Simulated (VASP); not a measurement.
Here is a VASP 6.6.1 calculation.

The input INCAR:

```
PREC = Accurate
ENCUT = 520
EDIFF = 1E-6
ISMEAR = 0
SIGMA = 0.05
LREAL = F
LASPH = T
NELM = 80
ALGO = Normal
ISIF = 2
LWAVE = F
LCHARG = T
GGA = PS
LELF = T
LVHAR = T
NBANDS = 17
```

The input KPOINTS:

```
regular mesh
0
Gamma
  10 10 10
```

Contents of POSCAR:

```
PbS
1.0
    0.0000000000      2.9903978307      2.9903978307
    2.9903978307      0.0000000000      2.9903978307
    2.9903978307      2.9903978307      0.0000000000
Pb S
1 1
Direct
    0.5000000000      0.5000000000      0.5000000000
    0.0000000000      0.0000000000      0.0000000000
```

Potentials or basis: VASP PAW PBE potentials, release 64 (Pb_d, S).

Command:

```bash
$ cat potpaw_PBE.64/Pb_d/POTCAR potpaw_PBE.64/S/POTCAR > POTCAR
$ mpirun -np 1 vasp_std > vasp.out
```

(1) Estimate the band gap on the k mesh.

(2) Predict the pressure.

## Answers

(1) 0.34 eV, direct.

(2) -2.2 GPa.

Caveat: the PAW data sets were made with another functional, which shifts forces and pressure a little; spin-orbit coupling is left out, which moves the levels of the heavy elements.
